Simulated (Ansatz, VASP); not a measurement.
Two plane-wave programs on EuS

INCAR

```
SYSTEM = EuS
ALGO = Normal ; EDIFF = 1E-6
ENCUT = 600 ; GGA = PE
GGA_COMPAT = .FALSE. ; ISIF = 2
ISMEAR = 0 ; ISPIN = 2
LASPH = .TRUE. ; LCHARG = .FALSE.
LDAU = .TRUE. ; LDAUJ = 0 0
LDAUL = 3 -1 ; LDAUPRINT = 1
LDAUTYPE = 2 ; LDAUU = 6 0
LMAXMIX = 6 ; LORBIT = 11
LREAL = .FALSE. ; LWAVE = .FALSE.
MAGMOM = 7.57 -0.07 ; NBANDS = 22
NELM = 200 ; PREC = Accurate
SIGMA = 0.05
```

KPOINTS

```
k-points
0
G
  8 8 8
  0 0 0
```

File POSCAR:

```
EuS
1.0
    0.0000000000      3.0325106733      3.0325106733
    3.0325106733      0.0000000000      3.0325106733
    3.0325106733      3.0325106733      0.0000000000
Eu S
1 1
Direct
    0.0000000000      0.0000000000      0.0000000000
    0.5000000000      0.5000000000      0.5000000000
```

Input for Ansatz:

```yaml
crystal:
  lattice:
    - [0.0, 3.0325106733, 3.0325106733]
    - [3.0325106733, 0.0, 3.0325106733]
    - [3.0325106733, 3.0325106733, 0.0]
  atoms:
    - { symbol: Eu, position: [0.0, 0.0, 0.0], spin: 7.56 }
    - { symbol: S, position: [0.5, 0.5, 0.5] }
basis:
  ecutwfc: 420
  ecutrho_ratio: 4
kpoints:
  mp_grid: { grid: [8, 8, 8] }
hamiltonian:
  xc: pbe
  hubbard:
    sites:
      - { species: Eu, l: f, u_eff: 6.0, starting_ns: start.occupation_matrices }
    ns_hold: { iters: 6 }
scf:
  occupations: { method: gaussian, width: 0.05 }
  lower_state_search: "off"
output:
  forces: true
  stress: true
  eigenvalues: true
  populations: true
  hubbard: { sites: [{ species: Eu, l: f }] }
magnetization:
  spin_polarized: true
```

Alike in both runs: task single point; functional PBE; k mesh 8 × 8 × 8; occupations gaussian, width 0.05 eV; collinear spin; Hubbard terms Eu f U = 6.0 eV.

|  | VASP | Ansatz |
| --- | --- | --- |
| version | VASP 6.6.1 | Ansatz 0.2.0 |
| potentials or method | VASP PAW PBE potentials, release 64 (Eu, S), cutoff 600 eV | scalar-relativistic, plane waves, PAW |
| valence electrons in the cell | 23 | 23 |

```csv
,VASP,Ansatz,Ansatz less VASP
gap on the k mesh at the Fermi level (eV),0.70,0.98,+0.276
least direct gap on the mesh (eV),0.96,1.39,+0.429
pressure (GPa),-1.5,-1.8,-0.30
net moment per atom (μB),3.50,3.50,0.000
size of the moment on the site where the two differ most (μB),6.73,6.88,+0.155
```

Site moments also hang on the region over which each program counts them. The programs project onto different local orbitals, so the same U acts differently, and such runs can settle in different states.

Neither program's run includes spin-orbit coupling.
